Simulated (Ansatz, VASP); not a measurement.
Two plane-wave programs on HgTe

The input INCAR:

```
  PREC = Accurate
  ENCUT = 520
  EDIFF = 1E-6
  ISMEAR = 0
  SIGMA = 0.05
  LREAL = False
  LASPH = True
  NELM = 150
  ALGO = Normal
  ISIF = 2
  LWAVE = False
  LCHARG = False
  LNONCOLLINEAR = True
  MAGMOM = 0 0 0 0 0 0
  LORBIT = 11
  LSORBIT = True
  GGA_COMPAT = False
  LORBMOM = True
  GGA = PE
  NBANDS = 30
```

The input KPOINTS:

```
regular mesh
0
Gamma
  10 10 10
```

POSCAR

```
HgTe
1.0
    0.0000000000      3.3242171039      3.3242171039
    3.3242171039      0.0000000000      3.3242171039
    3.3242171039      3.3242171039      0.0000000000
Hg Te
1 1
Direct
    0.0000000000      0.0000000000      0.0000000000
    0.2500000000      0.2500000000      0.2500000000
```

Input for Ansatz:

```yaml
crystal:
  lattice:
    - [0.0, 3.3242171039, 3.3242171039]
    - [3.3242171039, 0.0, 3.3242171039]
    - [3.3242171039, 3.3242171039, 0.0]
  atoms:
    - { symbol: Hg, position: [0.0, 0.0, 0.0] }
    - { symbol: Te, position: [0.25, 0.25, 0.25] }
basis:
  ecutwfc: 420
  ecutrho_ratio: 4
kpoints:
  mp_grid: { grid: [10, 10, 10] }
hamiltonian:
  xc: pbe
scf:
  occupations: { method: gaussian, width: 0.05 }
output:
  forces: true
  stress: true
  eigenvalues: true
  populations: true
  dos: { projected: true, de: 0.02 }
  write_density: true
  write_potential: true
  elf: true
  volumetric_format: npy
magnetization:
  noncollinear: true
  spin_orbit: true
```

Alike in both runs: task single point; functional PBE; k mesh 10 × 10 × 10; occupations gaussian, width 0.05 eV; non-collinear spin, spin-orbit coupling.

|  | VASP | Ansatz |
| --- | --- | --- |
| version | VASP 6.6.1 | Ansatz 0.2.0 |
| potentials or method | VASP PAW PBE potentials, release 64 (Hg, Te), cutoff 520 eV | plane waves, PAW |
| valence electrons in the cell | 18 | 36 |

VASP gave:

- pressure (GPa): -0.1
- net moment per atom (μB): 0.00

Problem. Estimate Ansatz's values.

Solution. Pressure (GPa): -0.3; net moment per atom (μB): 0.00.

VASP's potentials hold 18 valence electrons a cell and Ansatz's 36, so a difference there can come from the potentials and not from the codes.
